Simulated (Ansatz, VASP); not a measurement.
# ZrH4 in VASP and in Ansatz

INCAR

```
SYSTEM = ZrH4
ALGO = Normal
EDIFF = 1E-6
EDIFFG = -0.08
ENCUT = 600
GGA = PE
IBRION = 2
ISIF = 3
ISMEAR = 0
LASPH = .True.
LCHARG = .False.
LREAL = .False.
LWAVE = .False.
NELM = 80
NSW = 36
PREC = Accurate
SIGMA = 0.15
```

KPOINTS

```
k-points
0
Gamma
  4 4 4
  0 0 0
```

POSCAR

```
ZrH4
1.0
   -2.8534489300      2.8534489300      1.7413709300
    2.8534489300     -2.8534489300      1.7413709300
    2.8534489300      2.8534489300     -1.7413709300
Zr H
1 4
Direct
    0.9180871000      0.9180871000      0.0000000000
    0.1445794800      0.3609875200      0.5356665300
    0.8253209900      0.6089129500      0.4643334700
    0.3609875200      0.8253209900      0.2164080400
    0.6089129500      0.1445794800      0.7835919600
```

Input for Ansatz:

```yaml
crystal:
  lattice:
    - [-2.85344893, 2.85344893, 1.74137093]
    - [2.85344893, -2.85344893, 1.74137093]
    - [2.85344893, 2.85344893, -1.74137093]
  atoms:
    - { symbol: Zr, position: [0.9180871, 0.9180871, 0.0] }
    - { symbol: H, position: [0.14457948, 0.36098752, 0.53566653] }
    - { symbol: H, position: [0.82532099, 0.60891295, 0.46433347] }
    - { symbol: H, position: [0.36098752, 0.82532099, 0.21640804] }
    - { symbol: H, position: [0.60891295, 0.14457948, 0.78359196] }
basis:
  ecutwfc: 420
kpoints:
  mp_grid: { grid: [4, 4, 4] }
hamiltonian:
  xc: pbe
scf:
  occupations: { method: gaussian, width: 0.15 }
  lower_state_search: "off"
output:
  forces: true
  stress: true
  eigenvalues: true
relax:
  adjacent_minimum: "off"
  f_tol: 0.08
  max_steps: 16
  cell: { stress_tol: 0.8 }
```

Alike in both runs: task relaxation of cell and atoms; functional PBE; k mesh 4 × 4 × 4; occupations gaussian, width 0.15 eV; no spin polarisation.

```csv
,VASP,Ansatz
version,VASP 6.6.1,Ansatz 0.2.0
potentials or method,"VASP PAW PBE potentials, release 64 (Zr_sv, H), cutoff 600 eV","scalar-relativistic, plane waves, PAW"
valence electrons in the cell,16,16
```

Ansatz gave:

* gap on the k mesh at the Fermi level, each at its own relaxed structure (eV): none
* relaxed volume (Å³/atom): 6.87
* relaxed length of the cell vector where the two differ most in proportion (Å): 3.677

Q: What did VASP give for the same quantities?

A: gap on the k mesh at the Fermi level, each at its own relaxed structure (eV): none; relaxed volume (Å³/atom): 6.91; relaxed length of the cell vector where the two differ most in proportion (Å): 3.687.

A gap of «none» marks a metal or a gap that the smearing closes.

The k mesh is coarse, so the values compare programs but aren't converged. Noted on VASP's run: the volume moved by over 15 % at a fixed basis, so the end points are rough.
